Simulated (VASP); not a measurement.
Here is a VASP 6.6.1 calculation.

File INCAR:

```
SYSTEM = Cu
  PREC = Accurate
  ENCUT = 600
  EDIFF = 1E-6
  ISMEAR = -1
  SIGMA = 0.05
  LREAL = .FALSE.
  LASPH = .TRUE.
  NELM = 120
  ALGO = Normal
  ISIF = 2
  LWAVE = .FALSE.
  LCHARG = .FALSE.
  GGA = PS
  NBANDS = 12
  GGA_COMPAT = .FALSE.
```

KPOINTS

```
Automatic mesh
0
G
  13 13 13
  0 0 0
```

Contents of POSCAR:

```
Cu
1.0
    0.0000000000      1.7813545624      1.7813545624
    1.7813545624      0.0000000000      1.7813545624
    1.7813545624      1.7813545624      0.0000000000
Cu
1
Direct
    0.0000000000      0.0000000000      0.0000000000
```

Potentials or basis: VASP PAW PBE potentials, release 64 (Cu).

Launch:

```console
$ cat potpaw_PBE.64/Cu/POTCAR > POTCAR
$ mpirun -np 1 vasp_std > vasp.out
```

Task: What does it give for the pressure?

Result: 0.8 GPa.

Task: Predict the band gap on the k mesh.

Result: Zero (an odd number of electrons rules out a gap without spin polarisation).

Caveat: the PAW data sets were made with another functional, which shifts forces and pressure a little.
